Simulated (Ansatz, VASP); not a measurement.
# HfTi3O8: VASP beside Ansatz

Contents of INCAR:

```
SYSTEM = HfTi3O8
  PREC = Accurate
  ENCUT = 520
  EDIFF = 1E-6
  ISMEAR = -1
  SIGMA = 0.02
  LREAL = .FALSE.
  LASPH = .TRUE.
  NELM = 60
  ALGO = Normal
  ISIF = 2
  LWAVE = .FALSE.
  LCHARG = .FALSE.
  GGA = PE
  NBANDS = 59
```

KPOINTS

```
regular mesh
0
G
  8 4 4
  0 0 0
```

Contents of POSCAR:

```
HfTi3O8
1.0
    3.7266817123      0.0000000000      0.0000000000
    0.0000000000      6.2714141938      0.0000000000
    0.0000000000      0.0000000000      5.6841944670
Ti O Hf
3 8 1
Direct
    0.5000000000      0.0000000000      0.5588146624
    0.0000000000      0.7512817154     -0.0473806131
    0.0000000000      0.2487182846     -0.0473806131
    0.5000000000      0.7739762209      0.3661658587
    0.0000000000      0.0000000000      0.1136878114
    0.0000000000      0.0000000000      0.6704881342
    0.5000000000      0.7475523610      0.8390738697
    0.5000000000      0.2260237791      0.3661658587
    0.0000000000      0.5000000000      0.1314860736
    0.0000000000      0.5000000000      0.6748132802
    0.5000000000      0.2524476390      0.8390738697
    0.5000000000      0.5000000000      0.5349918077
```

Input for Ansatz:

```yaml
crystal:
  lattice:
    - [3.7266817123, 0.0, 0.0]
    - [0.0, 6.2714141938, 0.0]
    - [0.0, 0.0, 5.684194467]
  atoms:
    - { symbol: Ti, position: [0.5, 0.0, 0.5588146624] }
    - { symbol: Ti, position: [0.0, 0.7512817154, -0.0473806131] }
    - { symbol: O, position: [0.5, 0.7739762209, 0.3661658587] }
    - { symbol: O, position: [0.0, 0.0, 0.1136878114] }
    - { symbol: O, position: [0.0, 0.0, 0.6704881342] }
    - { symbol: O, position: [0.5, 0.747552361, 0.8390738697] }
    - { symbol: Hf, position: [0.5, 0.5, 0.5349918077] }
    - { symbol: Ti, position: [0.0, 0.2487182846, -0.0473806131] }
    - { symbol: O, position: [0.5, 0.2260237791, 0.3661658587] }
    - { symbol: O, position: [0.0, 0.5, 0.1314860736] }
    - { symbol: O, position: [0.0, 0.5, 0.6748132802] }
    - { symbol: O, position: [0.5, 0.252447639, 0.8390738697] }
kpoints:
  mp_grid: { grid: [8, 4, 4] }
  band_path:
    path:
      - [[0.0, 0.0, 0.0], [0.5, 0.0, 0.0], [0.5, 0.5, 0.0], [0.0, 0.5, 0.0], [0.0, 0.0, 0.0], [0.0, 0.0, 0.5], [0.5, 0.0, 0.5], [0.5, 0.5, 0.5], [0.0, 0.5, 0.5], [0.0, 0.0, 0.5]]
      - [[0.5, 0.0, 0.0], [0.5, 0.0, 0.5]]
      - [[0.0, 0.5, 0.0], [0.0, 0.5, 0.5]]
      - [[0.5, 0.5, 0.0], [0.5, 0.5, 0.5]]
    npoints: 10
hamiltonian:
  xc: pbe
scf:
  occupations: { method: fermi_dirac, width: 0.02 }
  n_extra_bands: 7
output:
  forces: true
  stress: true
  eigenvalues: true
```

Alike in both runs: task single point; functional PBE; k mesh 8 × 4 × 4; occupations fermi-dirac, width 0.02 eV; no spin polarisation.

|  | VASP | Ansatz |
| --- | --- | --- |
| version | VASP 6.6.1 | Ansatz 0.2.0 |
| potentials or method | VASP PAW PBE potentials, release 64 (Ti_sv, O, Hf_pv) | plane waves, PAW |
| plane-wave cutoff (eV) | 520 | 420 |
| valence electrons in the cell | 94 | 110 |

```tsv
	VASP	Ansatz	Ansatz less VASP
gap on the k mesh at the Fermi level (eV)	2.88	2.90	+0.015
pressure (GPa)	5.0	5.1	+0.17
rms of the force components (eV/Å)	0.110	0.076	-0.0338
```

VASP's potentials hold 94 valence electrons a cell and Ansatz's 110, so a difference there can come from the potentials and not from the codes.

Spin-orbit coupling is off throughout.
